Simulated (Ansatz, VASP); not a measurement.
# Two plane-wave programs on TiO

```
Ti O
1.0
     2.85161    0.00000    0.00000
    -1.42580    2.46956    0.00000
     0.00000    0.00000    5.56750
Ti O
2 2
Cartesian
  0.0000 1.6464 1.3919
  1.4258 0.8232 4.1756
  0.0000 0.0000 0.0000
  0.0000 0.0000 2.7838
```

Alike in both runs: task single point; functional PBEsol; k mesh 18 × 18 × 8; occupations gaussian, width 0.01 eV; no spin polarisation.

```csv
,VASP,Ansatz
version,VASP 6.6.1,Ansatz 0.2.0
potentials or method,"VASP PAW PBE potentials, release 64 (Ti_sv, O), cutoff 520 eV","scalar-relativistic, plane waves, PAW"
valence electrons in the cell,36,36
```

```csv
,VASP,Ansatz,Ansatz less VASP
gap on the k mesh at the Fermi level (eV),none,none,-
pressure (GPa),-9.3,-10.0,-0.67
"traceless stress, the component that is largest in VASP (GPa)",-1.63,-1.72,-0.093
```

VASP's potentials were made for PBE, not for PBEsol. A gap of «none» marks a metal or a gap that the smearing closes. The functional is the same, so the differences come from potentials, cutoffs and numerics.
